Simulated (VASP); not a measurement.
Wanted: the native input for a VASP 6.6.1 run.

| Property | Result |
| --- | --- |
| Task | single point |
| Functional | PBE |
| Potentials or basis | VASP PAW PBE potentials, release 64 (B, As) |
| Cutoff | 520 eV |
| k mesh | 12 × 12 × 12 |
| Occupations | gaussian, width 0.05 eV |
| Spin | no spin polarisation |
| Dipole correction | no |
| Further INCAR settings | ALGO = Normal; EDIFF = 1e-06; NBANDS = 11 |

The structure of BAs lies in POSCAR:

```
BAs
1.0
    0.0000000000      2.3885000000      2.3885000000
    2.3885000000      0.0000000000      2.3885000000
    2.3885000000      2.3885000000      0.0000000000
B As
1 1
Direct
    0.0000000000      0.0000000000      0.0000000000
    0.2500000000      0.2500000000      0.2500000000
```

One way to write it, as run:

INCAR

```
SYSTEM = BAs
ALGO = Normal
EDIFF = 1E-6
ENCUT = 520
GGA = PE
ISIF = 2
ISMEAR = 0
LASPH = .True.
LCHARG = .False.
LREAL = .False.
LWAVE = .False.
NBANDS = 11
NELM = 100
PREC = Accurate
SIGMA = 0.05
```

KPOINTS

```
k-points
0
Gamma
  12 12 12
  0 0 0
```

Potentials or basis: VASP PAW PBE potentials, release 64 (B, As).

Launch:

```sh
$ cat potpaw_PBE.64/B/POTCAR potpaw_PBE.64/As/POTCAR > POTCAR
$ mpirun -np 1 vasp_std > vasp.out
```

It gave:

```
Pressure               : 3.4 GPa
Band gap on the k mesh : 1.18 eV (least direct gap 3.28 eV)
```

Caveat: the cell stands under pressure.

It took 41 s on 1 thread of Intel Xeon 8259CL, with other jobs on the host, peak memory 0.17 GiB.
